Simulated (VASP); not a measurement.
Input of a VASP 6.6.1 run:

INCAR

```
SYSTEM = NbP
PREC = Accurate ; ENCUT = 600
EDIFF = 1E-7 ; ISMEAR = -1
SIGMA = 0.05 ; LREAL = .FALSE.
LASPH = .TRUE. ; NELM = 100
ALGO = Normal ; ISIF = 3
LWAVE = .FALSE. ; LCHARG = .FALSE.
GGA = PS ; IBRION = 2
NSW = 60 ; EDIFFG = -0.01
PSTRESS = 100.0
```

KPOINTS

```
regular mesh
0
G
  11 11 11
  0 0 0
```

The input POSCAR:

```
NbP
1.0
   -1.6749232544      1.6749232544      5.7401081759
    1.6749232544     -1.6749232544      5.7401081759
    1.6749232544      1.6749232544     -5.7401081759
Nb P
2 2
Direct
    0.2498808000      0.7498808000      0.5000000000
    0.4998808000      0.4998808000      0.0000000000
    0.8327477700      0.3327477700      0.5000000000
    0.0827477700      0.0827477700      0.0000000000
```

Potentials or basis: VASP PAW PBE potentials, release 64 (Nb_sv, P).

Run with:

```sh
$ cat potpaw_PBE.64/Nb_sv/POTCAR potpaw_PBE.64/P/POTCAR > POTCAR
$ mpirun -np 1 vasp_std > vasp.out
```

Problem. What does it give for the space group after relaxing (to 0.1 Å)?

Solution. I4_1md (No. 109).

Problem. Estimate the relaxed volume.

Solution. 14.86 Å³/atom.

Final structure:
```xyz
4
Lattice="-1.6394 1.6394 5.5272 1.6394 -1.6394 5.5272 1.6394 1.6394 -5.5272" Properties=species:S:1:pos:R:3 pbc="T T T"
Nb    1.6394    0.0000    2.7693
Nb    0.0000    0.0000    5.5329
P     0.0000    1.6394    3.6714
P     0.0000    0.0000    0.9078
```

Caveat: the cell is relaxed towards a set pressure, so the run minimises the enthalpy, not the energy; the PAW data sets were made with another functional, which shifts forces and pressure a little.
